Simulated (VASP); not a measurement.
A run of VASP 6.6.1 is set up as follows.

File INCAR:

```
SYSTEM = TePb
ALGO = Normal
EDIFF = 1E-8
ENCUT = 500
GGA = PS
GGA_COMPAT = .False.
IBRION = 8
ISIF = 2
ISMEAR = 0
LASPH = .True.
LCHARG = .True.
LREAL = .False.
LWAVE = .False.
NELM = 120
NSW = 1
PREC = Accurate
SIGMA = 0.01
```

KPOINTS

```
k-points
0
Gamma
  12 12 12
  0 0 0
```

POSCAR

```
TePb
1.0
    0.0000000000      3.2750000000      3.2750000000
    3.2750000000      0.0000000000      3.2750000000
    3.2750000000      3.2750000000      0.0000000000
Pb Te
1 1
Direct
    0.0000000000      0.0000000000      0.0000000000
    0.5000000000      0.5000000000      0.5000000000
```

Potentials or basis: VASP PAW PBE potentials, release 64 (Pb_d, Te).

Run with:

```bash
$ cat potpaw_PBE.64/Pb_d/POTCAR potpaw_PBE.64/Te/POTCAR > POTCAR
$ mpirun -np 1 vasp_std > vasp.out
```

Q: Estimate the highest phonon frequency at Γ, LO-TO splitting left out.

A: 18 cm⁻¹.

Phonon frequencies in cm⁻¹ (negative: imaginary):
```csv
q point,frequencies
"(0.000, 0.000, 0.000)",0 0 0 18 18 18
```

Caveat: the cell stands under pressure or tension, which shifts response properties.
